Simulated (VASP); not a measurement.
InGa2As3, 6 atoms in the cell. The structure is tetragonal, space group I-4m2 (No. 119). Conventional cell: a = 4.159 Å, b = 4.159 Å, c = 17.761 Å, α = 90.00°, β = 90.00°, γ = 90.00°. In (site symmetry -4m2) has 4 As at 2.64 Å within 3.5 Å. Ga (site symmetry 2mm) has 4 As at 2.50 to 2.51 Å within 3.3 Å. As (site symmetry -4m2) has 4 Ga at 2.51 Å within 3.3 Å. Within 3.3 Å of As (site symmetry 2mm) lie 2 Ga at 2.50 Å and 2 In at 2.64 Å. 

- Program: VASP 6.6.1
- Task: single point
- Functional: PBE
- Potentials or basis: VASP PAW PBE potentials, release 64 (In_d, Ga_d, As)
- Cutoff: 520 eV
- k mesh: 10 × 10 × 10
- Occupations: gaussian, width 0.1 eV
- Spin: no spin polarisation
- Dipole correction: no
- Further INCAR settings: ALGO = Normal; EDIFF = 1e-07; NBANDS = 36

Potentials or basis: VASP PAW PBE potentials, release 64 (In_d, Ga_d, As).

The run is started by

```bash
$ cat potpaw_PBE.64/In_d/POTCAR potpaw_PBE.64/Ga_d/POTCAR potpaw_PBE.64/As/POTCAR > POTCAR
$ mpirun -np 1 vasp_std > vasp.out
```

Hardware: 1 thread of Oxide Virtual Turin-like Processor (shared host).

Task: How long does it take, and how much memory?

Result: Wall time 51 min on 1 thread of Oxide Virtual Turin-like Processor, on a shared host, peak memory 0.98 GiB. Counts: scf iterations 15, k points 102.
